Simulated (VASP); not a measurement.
# Zr2B (P6/mmm) in VASP: notebook

Zr2B is run at these levels: r2SCAN; tasks: relaxation of cell and atoms, single point.

Program: VASP 6.6.1. These are calculated values, not measurements. Logs are shortened: lines on timing, memory, paths and dates and some standing lists are left out, and cuts for length are marked.

## Step 1: The cell of the first run

The structure is hexagonal, space group P6/mmm (No. 191). Conventional cell: a = 4.152 Å, b = 4.152 Å, c = 2.639 Å, α = 90.00°, β = 90.00°, γ = 120.00°. Zr (site symmetry -6m2) has 5 Zr at 2.40 to 2.64 Å and 6 B at 2.74 Å within 3.2 Å. B (site symmetry 6/mmm) has 2 B at 2.64 Å and 12 Zr at 2.74 Å within 3.5 Å.

## Step 2: Relaxation of cell and atoms, r2SCAN

POSCAR reads:

```
Zr2B
1.0
    4.1517637304      0.0000000000      0.0000000000
   -2.0758818652      3.5955328611      0.0000000000
    0.0000000000      0.0000000000      2.6392369711
Zr B
2 1
Direct
    0.3333333333      0.6666666667      0.5000000000
    0.6666666667      0.3333333333      0.5000000000
    0.0000000000      0.0000000000      0.0000000000
```

INCAR.step1 reads:

```
ALGO = Normal ; EDIFF = 1E-4
ENCUT = 600 ; GGA = PE
ISMEAR = 0 ; LASPH = T
LCHARG = F ; LREAL = F
LWAVE = T ; NELM = 100
PREC = Accurate ; SIGMA = 0.1
```

INCAR.step2 reads:

```
ALGO = Normal ; EDIFF = 1E-6
EDIFFG = -0.04 ; ENCUT = 600
IBRION = 2 ; ISIF = 3
ISMEAR = 0 ; ISTART = 1
LASPH = T ; LCHARG = F
LMIXTAU = T ; LREAL = F
LWAVE = F ; METAGGA = R2SCAN
NELM = 100 ; NSW = 90
PREC = Accurate ; SIGMA = 0.1
```

KPOINTS reads:

```
k-points
0
Gamma
  6 6 6
```

Potentials or basis: VASP PAW PBE potentials, release 64 (Zr_sv, B).

Run with:

```bash
$ cat potpaw_PBE.64/Zr_sv/POTCAR potpaw_PBE.64/B/POTCAR > POTCAR
$ cp INCAR.step1 INCAR
$ mpirun -np 1 vasp_std > vasp.out
$ cp INCAR.step2 INCAR
$ mpirun -np 1 vasp_std > vasp.out
```

OUTCAR:

```text
EDIFF = 1E-6
   EDIFFG = -0.04
   ENCUT = 600
   IBRION = 2
   ISIF = 3
   ISMEAR = 0
   ISTART = 1
   LASPH = T
   LREAL = F
   METAGGA = R2SCAN
   NELM = 100
   NSW = 90
   PREC = Accurate

 ion  position               nearest neighbor table
   1  0.333  0.667  0.500-   2 2.40   2 2.40   2 2.40   3 2.74   3 2.74   3 2.74   3 2.74   3 2.74
                             3 2.74   2 3.57   2 3.57   2 3.57   2 3.57   2 3.57   2 3.57
   2  0.667  0.333  0.500-   1 2.40   1 2.40   1 2.40   3 2.74   3 2.74   3 2.74   3 2.74   3 2.74
                             3 2.74   1 3.57   1 3.57   1 3.57   1 3.57   1 3.57   1 3.57
   3  0.000  0.000  0.000-   1 2.74   2 2.74   1 2.74   2 2.74   2 2.74   2 2.74   1 2.74   1 2.74
                             2 2.74   2 2.74   1 2.74   1 2.74

  LATTYP: Found a hexagonal cell.
 ALAT       =     4.1517637304
 C/A-ratio  =     0.6356905504

  Lattice vectors:

 A1 = (   4.1517637304,   0.0000000000,   0.0000000000)
 A2 = (  -2.0758818652,   3.5955328611,   0.0000000000)
 A3 = (   0.0000000000,   0.0000000000,   2.6392369711)

Analysis of symmetry for initial positions (statically):
=====================================================================
 Subroutine PRICEL returns:
 Original cell was already a primitive cell.

 Routine SETGRP: Setting up the symmetry group for a
 hexagonal supercell.

 Subroutine GETGRP returns: Found 24 space group operations
 (whereof 24 operations were pure point group operations)
 out of a pool of 24 trial point group operations.

The static configuration has the point symmetry D_6h.

Analysis of symmetry for dynamics (positions and initial velocities):
=====================================================================
 Subroutine PRICEL returns:
 Original cell was already a primitive cell.

 Routine SETGRP: Setting up the symmetry group for a
 hexagonal supercell.

 Subroutine GETGRP returns: Found 24 space group operations
 (whereof 24 operations were pure point group operations)
 out of a pool of 24 trial point group operations.

The dynamic configuration has the point symmetry D_6h.

 Subroutine INISYM returns: Found 24 space group operations
 (whereof 24 operations are pure point group operations),
 and found     1 'primitive' translations

----------------------------------------------------------------------------------------

                                     Primitive cell

  volume of cell :      39.3980

  direct lattice vectors                    reciprocal lattice vectors
     4.151763730  0.000000000  0.000000000     0.240861490  0.139061446  0.000000000
    -2.075881865  3.595532861  0.000000000     0.000000000  0.278122893  0.000000000
     0.000000000  0.000000000  2.639236971     0.000000000  0.000000000  0.378897390

  length of vectors
     4.151763730  4.151763730  2.639236971     0.278122893  0.278122893  0.378897390

  position of ions in fractional coordinates (direct lattice)
     0.333333333  0.666666667  0.500000000
     0.666666667  0.333333333  0.500000000
     0.000000000  0.000000000  0.000000000

  ion indices of the primitive-cell ions
   primitive index   ion index
                 1           1
                 2           2
                 3           3

----------------------------------------------------------------------------------------

 KPOINTS: k-points

Automatic generation of k-mesh.
 Grid dimensions read from file:
 generate k-points for:    6    6    6

 Generating k-lattice:

  Cartesian coordinates                     Fractional coordinates (reciprocal lattice)
     0.040143582  0.023176908  0.000000000     0.166666667  0.000000000  0.000000000
     0.000000000  0.046353815  0.000000000     0.000000000  0.166666667  0.000000000
     0.000000000  0.000000000  0.063149565     0.000000000  0.000000000  0.166666667

  Length of vectors
     0.046353815  0.046353815  0.063149565

  Shift w.r.t. Gamma in fractional coordinates (k-lattice)
     0.000000000  0.000000000  0.000000000

 Subroutine IBZKPT returns following result:
 ===========================================

 Found     28 irreducible k-points:

 Following reciprocal coordinates:
            Coordinates               Weight
  0.000000  0.000000  0.000000      1.000000
  0.166667  0.000000  0.000000      6.000000
  0.333333  0.000000  0.000000      6.000000
  0.500000  0.000000  0.000000      3.000000
  0.166667  0.166667  0.000000      6.000000
  0.333333  0.166667  0.000000     12.000000
[... 16 lines left out ...]
  0.166667  0.000000  0.500000      6.000000
  0.333333  0.000000  0.500000      6.000000
 [... further k-points ...]
   k-points           NKPTS =     28   k-points in BZ     NKDIM =     28   number of bands    NBANDS=     17
   number of dos      NEDOS =    301   number of ions     NIONS =      3
   total plane-waves  NPLWV =  31104
   dimension x,y,z NGX =    36 NGY =   36 NGZ =   24
   dimension x,y,z NGXF=    72 NGYF=   72 NGZF=   48
   ions per type =               2   1
   NGX,Y,Z   is equivalent  to a cutoff of  14.42, 14.42, 15.12 a.u.
   NGXF,Y,Z  is equivalent  to a cutoff of  28.83, 28.83, 30.24 a.u.
 SYSTEM =  unknown system
   PREC   = accura    normal or accurate (medium, high low for compatibility)
   ISTART =      1    job   : 0-new  1-cont  2-samecut
   ICHARG =      0    charge: 1-file 2-atom 10-const
   ISPIN  =      1    spin polarized calculation?
   LNONCOLLINEAR =      F non collinear calculations
   LSORBIT =      F    spin-orbit coupling
   LASPH  =      T    aspherical Exc in radial PAW
   ENCUT  =  600.0 eV  44.10 Ry    6.64 a.u.   8.29  8.29  5.27*2*pi/ulx,y,z
   NELM   =    100;   NELMIN=  2; NELMDL=  0     # of ELM steps
   EDIFF  = 0.1E-05   stopping-criterion for ELM
   LREAL  =      F    real-space projection
   EDIFFG = -.4E-01   stopping-criterion for IOM
   NSW    =     90    number of steps for IOM
   IBRION =      2    ionic relax: 0-MD 1-quasi-New 2-CG
   NFREE  =      1    steps in history (QN), initial steepest desc. (CG)
   ISIF   =      3    stress and relaxation
   ISYM   =      2    0-nonsym 1-usesym 2-fastsym
   POTIM  = 0.5000    time-step for ionic-motion
   TEBEG  =    0.0;   TEEND  =   0.0 temperature during run
   PSTRESS=    0.0 pullay stress
   NELECT =      27.0000    total number of electrons
   NUPDOWN=      -1.0000    fix difference up-down
   EMIN   =  10.00;   EMAX   =-10.00  energy-range for DOS
   EFERMI =   0.00;   METHOD = LEGACY
   ISMEAR =     0;   SIGMA  =   0.10  broadening in eV -4-tet -1-fermi 0-gaus
   EFERMI_NEDOS =   21; number of points for ismear=-14 and -15
   IALGO  =     38    algorithm
   IMIX   =      4    mixing-type and parameters
     AMIX     =   0.40;   BMIX     =  1.00
     AMIX_MAG =   1.60;   BMIX_MAG =  1.00
  volume/ion in A,a.u.               =      13.13        88.62
  Fermi-wavevector in a.u.,A,eV,Ry     =   1.443349  2.727534 28.344419  2.083256
  Thomas-Fermi vector in A             =   2.561767
   LORBIT       =      0    0 simple, 1 ext, 2 COOP (PROOUT), +10 PAW based schemes
   METAGGA = R2SCAN    functional components
   LHFCALC =     F    Hartree Fock is set to
   AEXX    =    0.0000 exact exchange contribution
   IVDW    =     0    specifies the selected vdW correction
   LEPSILON=     F    determine dielectric tensor
   LRPA    =     F    only Hartree local field effects (RPA)
 conjugate gradient relaxation of ions
 non-spin polarized calculation
 Gauss-broadening in eV      SIGMA  =   0.10
  energy-cutoff  :      600.00
  volume of cell :       39.40
 maximum number of plane-waves:      1337
 NGX is ok and might be reduce to    36
   NGX = 17   NGY = 17   NGZ = 11

--------------------------------------- Ionic step        1  -------------------------------------------

 number of electron      27.0000001 magnetization

 Free energy of the ion-electron system (eV)
  ---------------------------------------------------
  ext. energy  EPLUGINS =         0.00000000
  ---------------------------------------------------
  free energy    TOTEN  =       -48.85295066 eV

  energy without entropy =      -48.84238759  energy(sigma->0) =      -48.84766912

 E-fermi :  12.3252     XC(G=0): -13.7592

 val. band max:       12.2860011707   @ k =   0.3333   0.1667   0.0000
 cond. band min:      12.3763503790   @ k =   0.3333   0.3333   0.0000
 fundamental gap:      0.0903492083
 Fermi energy:        12.3252189653

 k-point     1 :       0.0000    0.0000    0.0000
  band No.  band energies     occupation
      1     -38.4662      2.00000
      2     -36.9731      2.00000
      3     -17.0558      2.00000
      4     -17.0558      2.00000
      5     -14.1619      2.00000
      6     -13.9071      2.00000
[... 9 lines left out ...]
     16      15.7431      0.00000
     17      15.7431      0.00000
[... 443 lines left out ...]
      1     -37.7547      2.00000
      2     -36.9209      2.00000
      3     -16.8598      2.00000
      4     -16.7227      2.00000
      5     -16.1485      2.00000
      6     -15.9159      2.00000
[... 9 lines left out ...]
     16      14.9049      0.00000
     17      15.5172      0.00000

 [... further k-points ...]

------------------------ aborting loop because EDIFF is reached ----------------------------------------

  FORCE on cell =-STRESS in cart. coord.  units (eV):
  Direction    XX          YY          ZZ          XY          YZ          ZX
  --------------------------------------------------------------------------------------
  -------------------------------------------------------------------------------------
  Total       10.4558469     10.4558469      9.3277993     -0.0000000      0.0000000      0.0000000
  in kB      425.2022145    425.2022145    379.3285212     -0.0000000      0.0000000      0.0000000
  external PRESSURE =     409.9109834 kB  Pullay stress =       0.0000000 kB
[... 170 lines left out ...]
  energy  without entropy=      -49.8791451853  energy(sigma->0) =      -49.88660460

--------------------------------------- Ionic step        6  -------------------------------------------

 number of electron      27.0000000 magnetization

 Free energy of the ion-electron system (eV)
  ---------------------------------------------------
  ext. energy  EPLUGINS =         0.00000000
  ---------------------------------------------------
  free energy    TOTEN  =       -49.89576163 eV

  energy without entropy =      -49.88132154  energy(sigma->0) =      -49.88854158

 E-fermi :   9.5716     XC(G=0): -12.5417

 val. band max:        9.5510736008   @ k =   0.1667   0.0000   0.1667
 cond. band min:       9.6164298584   @ k =   0.3333   0.1667   0.5000
 fundamental gap:      0.0653562576
 Fermi energy:         9.5716089682

 k-point     1 :       0.0000    0.0000    0.0000
  band No.  band energies     occupation
      1     -40.9956      2.00000
      2     -40.2759      2.00000
      3     -19.1618      2.00000
      4     -19.1618      2.00000
      5     -17.4000      2.00000
      6     -17.2772      2.00000
[... 9 lines left out ...]
     16      12.4546      0.00000
     17      12.7073      0.00000
[... 443 lines left out ...]
      1     -40.6280      2.00000
      2     -40.2252      2.00000
      3     -19.0461      2.00000
      4     -18.9761      2.00000
      5     -18.6322      2.00000
      6     -18.5532      2.00000
[... 9 lines left out ...]
     16      11.5317      0.00000
     17      11.6350      0.00000

 [... further k-points ...]

------------------------ aborting loop because EDIFF is reached ----------------------------------------

  FORCE on cell =-STRESS in cart. coord.  units (eV):
  Direction    XX          YY          ZZ          XY          YZ          ZX
  --------------------------------------------------------------------------------------
  -------------------------------------------------------------------------------------
  Total        0.0568757      0.0568757      0.0790317      0.0000000      0.0000000      0.0000000
  in kB        1.8511399      1.8511399      2.5722553      0.0000000      0.0000000      0.0000000
  external PRESSURE =       2.0915117 kB  Pullay stress =       0.0000000 kB
[... 18 lines left out ...]
  FREE ENERGIE OF THE ION-ELECTRON SYSTEM (eV)
  ---------------------------------------------------
  free  energy   TOTEN  =       -49.8957616282 eV

  energy  without entropy=      -49.8813215363  energy(sigma->0) =      -49.88854158

 reached required accuracy - stopping structural energy minimisation
```

Run time: 4.3 min. Hardware: 1 thread of Intel Xeon Platinum 8488C (Sapphire Rapids), shared host; peak memory 0.2 GiB.

Results:

```yaml
Free_energy: -49.8958 eV
Relaxed_volume: 16.41 Å³/atom
Relaxed_cell: a = 4.496 Å, b = 4.496 Å, c = 2.811 Å, α = 90.00°, β = 90.00°, γ = 120.00°
Space_group_after_relaxing_to_0.05_Å: P6/mmm (No. 191)
Energy_gained_by_relaxing: 347.6 meV/atom
Ionic_steps: 6
Pressure_after_relaxing: 0.2 GPa
```

The path:
```
step  energy change (eV)  largest force (eV/Å)  pressure (GPa)  volume (Å³)
   1              0.0000                0.0000           40.99        39.40
   2             -0.3341                0.0000          -15.21        61.82
   3             -1.0402                0.0000           -0.85        49.73
   4             -1.0411                0.0000           -0.28        49.46
   5             -1.0411                0.0000            0.19        49.24
   6             -1.0428                0.0000            0.21        49.23
```

Final structure:
```cif
data_structure
_symmetry_space_group_name_H-M 'P 1'
_symmetry_Int_Tables_number 1
_cell_length_a 4.4964
_cell_length_b 4.4964
_cell_length_c 2.8115
_cell_angle_alpha 90.000
_cell_angle_beta 90.000
_cell_angle_gamma 120.000
_cell_volume 49.23
loop_
_atom_site_label
_atom_site_type_symbol
_atom_site_fract_x
_atom_site_fract_y
_atom_site_fract_z
_atom_site_occupancy
Zr1 Zr 0.33333 0.66667 0.50000 1
Zr2 Zr 0.66667 0.33333 0.50000 1
B1 B 0.00000 0.00000 0.00000 1
```

Caveat: the k points lie up to 0.37 Å⁻¹ apart in the final cell; the volume moved by over 15 % at a fixed basis, so the end points are rough; the PAW data sets were made with another functional, which shifts forces and pressure a little.

## Step 3: Single point, r2SCAN

POSCAR is that of step 2.

INCAR.step1 reads:

```
SYSTEM = Zr2B
ALGO = Normal ; EDIFF = 1E-4
ENCUT = 520 ; GGA = PE
ISMEAR = 0 ; LASPH = .TRUE.
LCHARG = .FALSE. ; LREAL = .FALSE.
LWAVE = .TRUE. ; NBANDS = 20
NELM = 100 ; PREC = Accurate
SIGMA = 0.1
```

INCAR.step2 reads:

```
SYSTEM = Zr2B
ALGO = Normal ; EDIFF = 1E-7
ENCUT = 520 ; ISIF = 2
ISMEAR = 0 ; ISTART = 1
LASPH = .TRUE. ; LCHARG = .TRUE.
LELF = .TRUE. ; LMIXTAU = .TRUE.
LREAL = .FALSE. ; LVHAR = .TRUE.
LWAVE = .FALSE. ; METAGGA = R2SCAN
NBANDS = 20 ; NELM = 100
PREC = Accurate ; SIGMA = 0.1
```

KPOINTS reads:

```
k-points
0
G
  6 6 6
  0 0 0
```

Potentials or basis: VASP PAW PBE potentials, release 64 (Zr_sv, B).

Run with:

```bash
$ cat potpaw_PBE.64/Zr_sv/POTCAR potpaw_PBE.64/B/POTCAR > POTCAR
$ cp INCAR.step1 INCAR
$ mpirun -np 1 vasp_std > vasp.out
$ cp INCAR.step2 INCAR
$ mpirun -np 1 vasp_std > vasp.out
```

It took 42 s on 1 thread of Intel Xeon Platinum 8488C (Sapphire Rapids), shared host; peak memory 0.17 GiB.

It converged, with:

- Free energy: -48.8555 eV
- Pressure: 41.0 GPa

Stress tensor (GPa, compression positive):
```
42.52  0.00  0.00
 0.00 42.52  0.00
 0.00  0.00 37.93
```

Levels at points of the mesh, in eV from the Fermi level:
```tsv
k point	band 12	band 13	band 14	band 15	band 16	band 17
(0.00, 0.00, 0.00)	-3.25	0.36	2.29	2.29	3.42	3.42
(0.50, 0.00, 0.00)	-1.75	-1.37	-0.62	1.49	2.64	2.82
(0.00, 0.00, 0.50)	-3.62	-1.87	-1.87	1.45	1.45	3.49
(0.50, 0.00, 0.50)	-2.19	-0.56	1.17	1.59	2.17	3.56
```

Caveat: the k points lie up to 0.40 Å⁻¹ apart; the PAW data sets were made with another functional, which shifts forces and pressure a little.
